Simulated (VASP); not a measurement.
# SiC (F-43m) in VASP: further runs

Runs on SiC. Level: PBEsol. Tasks: single point, relaxation of cell and atoms.

All numbers are computed with VASP 6.6.1; they aren't measurements. Logs are shortened: lines on timing, memory, paths and dates and some standing lists are left out, and cuts for length are marked.

## (1) The cell of the first run

Symmetry: F-43m, No. 216, cubic system. The conventional cell has a = 4.357 Å, b = 4.357 Å, c = 4.357 Å, α = 90.00°, β = 90.00°, γ = 90.00°. Within 2.5 Å of Si (site symmetry -43m) lie 4 C at 1.89 Å. C (site symmetry -43m) has 4 Si at 1.89 Å within 2.5 Å.

## (2) Single point, PBEsol

The input, INCAR:

```
PREC = Accurate ; ENCUT = 520
EDIFF = 1E-6 ; ISMEAR = 0
SIGMA = 0.02 ; LREAL = False
LASPH = True ; NELM = 100
ALGO = Normal ; ISIF = 2
LWAVE = False ; LCHARG = False
GGA = PS ; NBANDS = 21
```

The input, KPOINTS:

```
regular mesh
0
Gamma
  8 8 8
```

The input, POSCAR:

```
SiC
1.0
    0.0000000000      2.1783973793     -2.1783973793
    4.3567947587      0.0000000000      0.0000000000
   -2.1783973793     -4.3567947587     -2.1783973793
Si C
3 3
Direct
    0.1666666667      0.4166666667      0.3333333333
    0.5000000000      0.7500000000      0.0000000000
    0.8333333333      0.0833333333      0.6666666667
    1.0000000000      0.0000000000      1.0000000000
    0.3333333333      0.3333333333      0.6666666667
    0.6666666667      0.6666666667      0.3333333333
```

Potentials or basis: VASP PAW PBE potentials, release 64 (Si, C).

Started as:

```
> cat potpaw_PBE.64/Si/POTCAR potpaw_PBE.64/C/POTCAR > POTCAR
> mpirun -np 1 vasp_std > vasp.out
```

OUTCAR:

```text
PREC = Accurate
   ENCUT = 520
   EDIFF = 1E-6
   ISMEAR = 0
   LREAL = False
   LASPH = True
   NELM = 100
   ISIF = 2
   GGA = PS

 ion  position               nearest neighbor table
   1  0.167  0.417  0.333-   6 1.89   6 1.89   4 1.89   5 1.89   3 3.08   3 3.08   2 3.08   2 3.08
                             3 3.08   2 3.08   2 3.08   2 3.08   3 3.08   3 3.08
   2  0.500  0.750  0.000-   6 1.89   4 1.89   4 1.89   5 1.89   1 3.08   3 3.08   3 3.08   1 3.08
                             1 3.08   3 3.08   3 3.08   1 3.08   1 3.08   3 3.08
   3  0.833  0.083  0.667-   4 1.89   5 1.89   5 1.89   6 1.89   1 3.08   2 3.08   1 3.08   2 3.08
                             2 3.08   1 3.08   2 3.08   2 3.08   1 3.08   1 3.08
   4  0.000  0.000  0.000-   3 1.89   2 1.89   2 1.89   1 1.89
   5  0.333  0.333  0.667-   3 1.89   3 1.89   2 1.89   1 1.89
   6  0.667  0.667  0.333-   2 1.89   1 1.89   1 1.89   3 1.89

  LATTYP: Found a body centered orthorhombic cell.
 ALAT       =     3.0807191180
 B/A-ratio  =     1.4142135624
 C/A-ratio  =     3.0000000000

  Lattice vectors:

 A1 = (   2.1783973793,   4.3567947587,   2.1783973793)
 A2 = (  -2.1783973794,   2.1783973794,   4.3567947586)
 A3 = (   2.1783973794,  -4.3567947587,  -2.1783973793)

Analysis of symmetry for initial positions (statically):
=====================================================================
 Subroutine PRICEL returns following result:

  LATTYP: Found a face centered cubic cell.
 ALAT       =     4.3567947599

  Lattice vectors:

 A1 = (   0.0000000013,   2.1783973806,  -2.1783973793)
 A2 = (   2.1783973798,   2.1783973798,   0.0000000000)
 A3 = (   2.1783973802,   0.0000000008,  -2.1783973793)

   3 primitive cells build up your supercell.

 Routine SETGRP: Setting up the symmetry group for a
 body centered orthorhombic supercell.

 Subroutine GETGRP returns: Found  4 space group operations
 (whereof  4 operations were pure point group operations)
 out of a pool of  8 trial point group operations.

The static configuration has the point symmetry C_2v.

Analysis of symmetry for dynamics (positions and initial velocities):
=====================================================================
 Subroutine PRICEL returns following result:

  LATTYP: Found a face centered cubic cell.
 ALAT       =     4.3567947599

  Lattice vectors:

 A1 = (   0.0000000013,   2.1783973806,  -2.1783973793)
 A2 = (   2.1783973798,   2.1783973798,   0.0000000000)
 A3 = (   2.1783973802,   0.0000000008,  -2.1783973793)

   3 primitive cells build up your supercell.

 Routine SETGRP: Setting up the symmetry group for a
 body centered orthorhombic supercell.

 Subroutine GETGRP returns: Found  4 space group operations
 (whereof  4 operations were pure point group operations)
 out of a pool of  8 trial point group operations.

The dynamic configuration has the point symmetry C_2v.

 Subroutine INISYM returns: Found  4 space group operations
 (whereof  4 operations are pure point group operations),
 and found     3 'primitive' translations

----------------------------------------------------------------------------------------

                                     Primitive cell

  volume of cell :      20.6748

  direct lattice vectors                    reciprocal lattice vectors
     0.000000001  2.178397381 -2.178397379    -0.229526534  0.229526534 -0.229526534
     2.178397380  2.178397380  0.000000000     0.229526534  0.229526534  0.229526534
     2.178397380  0.000000001 -2.178397379     0.229526534 -0.229526534 -0.229526534

  length of vectors
     3.080719119  3.080719119  3.080719119     0.397551618  0.397551619  0.397551618

  position of ions in fractional coordinates (direct lattice)
     0.750000000  0.750000000  0.750000000
     1.000000000  1.000000000  0.000000000

  ion indices of the primitive-cell ions
   primitive index   ion index
                 1           1
                 2           5

----------------------------------------------------------------------------------------

 KPOINTS: regular mesh

Automatic generation of k-mesh.
 Grid dimensions read from file:
 generate k-points for:    8    8    8

 Generating k-lattice:

  Cartesian coordinates                     Fractional coordinates (reciprocal lattice)
     0.000000000  0.019127211 -0.038254422     0.125000000  0.000000000  0.000000000
     0.028690817 -0.009563606 -0.009563606     0.000000000  0.125000000  0.000000000
     0.000000000 -0.019127211 -0.019127211     0.000000000  0.000000000  0.125000000

  Length of vectors
     0.042769744  0.031718891  0.027049961

  Shift w.r.t. Gamma in fractional coordinates (k-lattice)
     0.000000000  0.000000000  0.000000000

 Subroutine IBZKPT returns following result:
 ===========================================

 Found     95 irreducible k-points:

 Following reciprocal coordinates:
            Coordinates               Weight
  0.000000  0.000000  0.000000      1.000000
  0.125000  0.000000  0.000000      4.000000
  0.250000  0.000000  0.000000      4.000000
  0.375000  0.000000  0.000000      4.000000
  0.500000  0.000000  0.000000      2.000000
  0.000000  0.125000 -0.000000      4.000000
[... 16 lines left out ...]
  0.125000  0.375000  0.000000      8.000000
  0.250000  0.375000  0.000000      8.000000
 [... further k-points ...]
   k-points           NKPTS =     95   k-points in BZ     NKDIM =     95   number of bands    NBANDS=     21
   number of dos      NEDOS =    301   number of ions     NIONS =      6
   total plane-waves  NPLWV =  30720
   dimension x,y,z NGX =    24 NGY =   32 NGZ =   40
   dimension x,y,z NGXF=    48 NGYF=   64 NGZF=   80
   ions per type =               3   3
   NGX,Y,Z   is equivalent  to a cutoff of  12.95, 12.21, 12.46 a.u.
   NGXF,Y,Z  is equivalent  to a cutoff of  25.90, 24.42, 24.92 a.u.
 SYSTEM =  unknown system
   PREC   = accura    normal or accurate (medium, high low for compatibility)
   ISTART =      0    job   : 0-new  1-cont  2-samecut
   ICHARG =      2    charge: 1-file 2-atom 10-const
   ISPIN  =      1    spin polarized calculation?
   LNONCOLLINEAR =      F non collinear calculations
   LSORBIT =      F    spin-orbit coupling
   LASPH  =      T    aspherical Exc in radial PAW
   ENCUT  =  520.0 eV  38.22 Ry    6.18 a.u.   5.73  8.10  9.92*2*pi/ulx,y,z
   NELM   =    100;   NELMIN=  2; NELMDL= -5     # of ELM steps
   EDIFF  = 0.1E-05   stopping-criterion for ELM
   LREAL  =      F    real-space projection
   EDIFFG = 0.1E-04   stopping-criterion for IOM
   NSW    =      0    number of steps for IOM
   IBRION =     -1    ionic relax: 0-MD 1-quasi-New 2-CG
   NFREE  =      0    steps in history (QN), initial steepest desc. (CG)
   ISIF   =      2    stress and relaxation
   ISYM   =      2    0-nonsym 1-usesym 2-fastsym
   POTIM  = 0.5000    time-step for ionic-motion
   TEBEG  =    0.0;   TEEND  =   0.0 temperature during run
   PSTRESS=    0.0 pullay stress
   NELECT =      24.0000    total number of electrons
   NUPDOWN=      -1.0000    fix difference up-down
   EMIN   =  10.00;   EMAX   =-10.00  energy-range for DOS
   EFERMI =   0.00;   METHOD = LEGACY
   ISMEAR =     0;   SIGMA  =   0.02  broadening in eV -4-tet -1-fermi 0-gaus
   EFERMI_NEDOS =   21; number of points for ismear=-14 and -15
   IALGO  =     38    algorithm
   IMIX   =      4    mixing-type and parameters
     AMIX     =   0.40;   BMIX     =  1.00
     AMIX_MAG =   1.60;   BMIX_MAG =  1.00
  volume/ion in A,a.u.               =      10.34        69.76
  Fermi-wavevector in a.u.,A,eV,Ry     =   1.192956  2.254360 19.363047  1.423144
  Thomas-Fermi vector in A             =   2.328982
   LORBIT       =      0    0 simple, 1 ext, 2 COOP (PROOUT), +10 PAW based schemes
   GGA     = PS    functional components
   LHFCALC =     F    Hartree Fock is set to
   AEXX    =    0.0000 exact exchange contribution
   IVDW    =     0    specifies the selected vdW correction
   LEPSILON=     F    determine dielectric tensor
   LRPA    =     F    only Hartree local field effects (RPA)
 non-spin polarized calculation
 Gauss-broadening in eV      SIGMA  =   0.02
  energy-cutoff  :      520.00
  volume of cell :       62.02
 maximum number of plane-waves:      1694
   NGX = 11   NGY = 17   NGZ = 19

 number of electron      24.0000000 magnetization

 Free energy of the ion-electron system (eV)
  ---------------------------------------------------
  ext. energy  EPLUGINS =         0.00000000
  ---------------------------------------------------
  free energy    TOTEN  =       -47.74472127 eV

  energy without entropy =      -47.74472127  energy(sigma->0) =      -47.74472127

 E-fermi :   8.2011     XC(G=0): -11.5085

 val. band max:        8.0660653070   @ k =   0.0000   0.0000   0.0000
 cond. band min:       9.2988977816   @ k =   0.0000   0.0000   0.5000
 fundamental gap:      1.2328324746
 Fermi energy:         8.2010864513

 k-point     1 :       0.0000    0.0000    0.0000
  band No.  band energies     occupation
      1      -7.3648      2.00000
      2      -2.6822      2.00000
      3      -2.6822      2.00000
      4       0.9997      2.00000
      5       0.9997      2.00000
      6       2.3641      2.00000
[... 13 lines left out ...]
     20      17.1630      0.00000
     21      18.7764      0.00000

 k-point     2 :       0.1250    0.0000    0.0000
  band No.  band energies     occupation
      1      -7.1376      2.00000
      2      -2.8666      2.00000
      3      -2.3181      2.00000
      4       0.9697      2.00000
      5       1.2108      2.00000
      6       2.4850      2.00000
[... 13 lines left out ...]
     20      16.5712      0.00000
     21      17.7967      0.00000

 k-point     3 :       0.2500    0.0000    0.0000
  band No.  band energies     occupation
      1      -6.4653      2.00000
      2      -2.7922      2.00000
      3      -2.0524      2.00000
      4       1.0262      2.00000
      5       1.2520      2.00000
      6       3.0098      2.00000
[... 13 lines left out ...]
     20      17.4442      0.00000
     21      17.4984      0.00000

 k-point     4 :       0.3750    0.0000    0.0000
  band No.  band energies     occupation
      1      -5.3833      2.00000
      2      -2.6128      2.00000
      3      -2.5031      2.00000
      4       0.6577      2.00000
      5       1.1818      2.00000
      6       3.0409      2.00000
[... 13 lines left out ...]
     20      16.8768      0.00000
     21      18.0743      0.00000

 k-point     5 :       0.5000    0.0000    0.0000
  band No.  band energies     occupation
      1      -3.9909      2.00000
      2      -3.9909      2.00000
      3      -2.2929      2.00000
      4       0.2301      2.00000
      5       2.0985      2.00000
      6       2.0985      2.00000
[... 13 lines left out ...]
     20      16.5848      0.00000
     21      19.6739      0.00000
[... 382 lines left out ...]
     20      16.6302      0.00000
     21      17.7903      0.00000

 k-point    22 :       0.0000    0.3750    0.0000
  band No.  band energies     occupation
      1      -6.2558      2.00000
      2      -4.4256      2.00000
      3      -3.6747      2.00000
      4      -0.4004      2.00000
      5       1.9612      2.00000
      6       4.7414      2.00000
[... 13 lines left out ...]
     20      16.6659      0.00000
     21      17.0904      0.00000

 k-point    23 :       0.1250    0.3750    0.0000
  band No.  band energies     occupation
      1      -5.9098      2.00000
      2      -4.4160      2.00000
      3      -3.6881      2.00000
      4      -0.0797      2.00000
      5       2.4546      2.00000
      6       4.0484      2.00000
[... 13 lines left out ...]
     20      16.4592      0.00000
     21      16.8064      0.00000

 k-point    24 :       0.2500    0.3750    0.0000
  band No.  band energies     occupation
      1      -5.1528      2.00000
      2      -4.0687      2.00000
      3      -3.4480      2.00000
      4       0.6823      2.00000
      5       1.5213      2.00000
      6       2.9400      2.00000
[... 13 lines left out ...]
     20      17.1714      0.00000
     21      17.1963      0.00000

 [... further k-points ...]

------------------------ aborting loop because EDIFF is reached ----------------------------------------

  FORCE on cell =-STRESS in cart. coord.  units (eV):
  Direction    XX          YY          ZZ          XY          YZ          ZX
  --------------------------------------------------------------------------------------
  -------------------------------------------------------------------------------------
  Total        0.1332696      0.1391074      0.1391074     -0.0000000     -0.0031168     -0.0000000
  in kB        3.4425414      3.5933395      3.5933395     -0.0000000     -0.0805105     -0.0000000
  external PRESSURE =       3.5430735 kB  Pullay stress =       0.0000000 kB

 VOLUME and BASIS-vectors are now :
 -----------------------------------------------------------------------------
  energy-cutoff  :      520.00
  volume of cell :       62.02
      direct lattice vectors                 reciprocal lattice vectors
     0.000000000  2.178397379 -2.178397379     0.000000000  0.153017689 -0.306035379
     4.356794759  0.000000000  0.000000000     0.229526534 -0.076508845 -0.076508845
    -2.178397379 -4.356794759 -2.178397379     0.000000000 -0.153017689 -0.153017689

 POSITION                                       TOTAL-FORCE (eV/Angst)
 -----------------------------------------------------------------------------------
      1.08920     -1.08920     -1.08920         0.000331      0.000000      0.000000
      3.26760      1.08920     -1.08920         0.000331     -0.000000      0.000000
     -1.08920     -1.08920     -3.26760         0.000331      0.000000      0.000000
      0.00000      0.00000      0.00000        -0.000331      0.000000     -0.000000
     -0.00000     -2.17840     -2.17840        -0.000331     -0.000000      0.000000
      2.17840      0.00000     -2.17840        -0.000331      0.000000     -0.000000
 -----------------------------------------------------------------------------------
    total drift:                               -0.000024     -0.000000      0.000000

  FREE ENERGIE OF THE ION-ELECTRON SYSTEM (eV)
  ---------------------------------------------------
  free  energy   TOTEN  =       -47.7447212650 eV

  energy  without entropy=      -47.7447212650  energy(sigma->0) =      -47.74472127
```

It took 65 s on 1 thread of Intel Xeon Platinum 8488C (Sapphire Rapids), shared host; peak memory 0.23 GiB.

What came out:

```yaml
Free_energy: -47.7447 eV
Pressure: 0.4 GPa
Band_gap_on_the_k_mesh: 1.23 eV
```

Caveat: the PAW data sets were made with another functional, which shifts forces and pressure a little. A k mesh can miss the band edges.

## (3) Relaxation of cell and atoms, PBEsol

The input, INCAR:

```
PREC = Accurate ; ENCUT = 600
EDIFF = 1E-7 ; ISMEAR = 0
SIGMA = 0.02 ; LREAL = False
LASPH = True ; NELM = 80
ALGO = Normal ; ISIF = 3
LWAVE = False ; LCHARG = False
GGA = PS ; IBRION = 2
NSW = 80 ; EDIFFG = -0.015
```

The input, KPOINTS:

```
Automatic mesh
0
Gamma
  8 8 8
```

POSCAR is that of step 2.

Potentials or basis: VASP PAW PBE potentials, release 64 (Si, C).

Started as:

```
> cat potpaw_PBE.64/Si/POTCAR potpaw_PBE.64/C/POTCAR > POTCAR
> mpirun -np 1 vasp_std > vasp.out
```

Run time: 89 s. Hardware: 1 thread of Intel Xeon Platinum 8488C (Sapphire Rapids), shared host; peak memory 0.25 GiB.

The run converged. Its results:

```yaml
Free_energy: -47.7481 eV
Pressure_after_relaxing: 0.2 GPa
Band_gap_on_the_k_mesh: 1.23 eV
```

Final structure:
```
Si C
1.0
     0.00000    2.17840   -2.17840
     4.35679    0.00000    0.00000
    -2.17840   -4.35679   -2.17840
Si C
3 3
Cartesian
  1.0892 -1.0892 -1.0892
  3.2676 1.0892 -1.0892
  -1.0892 -1.0892 -3.2676
  0.0000 0.0000 0.0000
  0.0000 -2.1784 -2.1784
  2.1784 0.0000 -2.1784
```

Levels at points of the mesh, in eV from the valence-band top:
| k point | band 8 | band 9 | band 10 | band 11 | band 12 | band 13 | band 14 | band 15 | band 16 |
| --- | --- | --- | --- | --- | --- | --- | --- | --- | --- |
| (0.00, 0.00, 0.00) | -2.19 | -2.19 | 0.00 | 0.00 | 0.00 | 3.71 | 3.71 | 6.20 | 7.25 |
| (0.50, 0.00, 0.00) | -4.14 | -3.21 | -3.21 | -2.45 | -2.45 | 1.23 | 4.20 | 4.80 | 4.80 |
| (0.00, 0.50, 0.00) | -1.81 | -1.76 | -1.76 | -1.06 | -1.06 | 4.82 | 4.82 | 5.38 | 7.14 |
| (0.50, 0.50, 0.00) | -4.76 | -3.16 | -3.16 | -1.06 | -1.06 | 5.02 | 5.02 | 5.38 | 7.14 |
| (0.00, 0.00, 0.50) | -3.21 | -2.46 | -2.46 | -0.38 | -0.38 | 1.23 | 4.20 | 6.96 | 6.96 |

Caveat: the relaxation stopped at its first step, so nothing moved; the PAW data sets were made with another functional, which shifts forces and pressure a little.
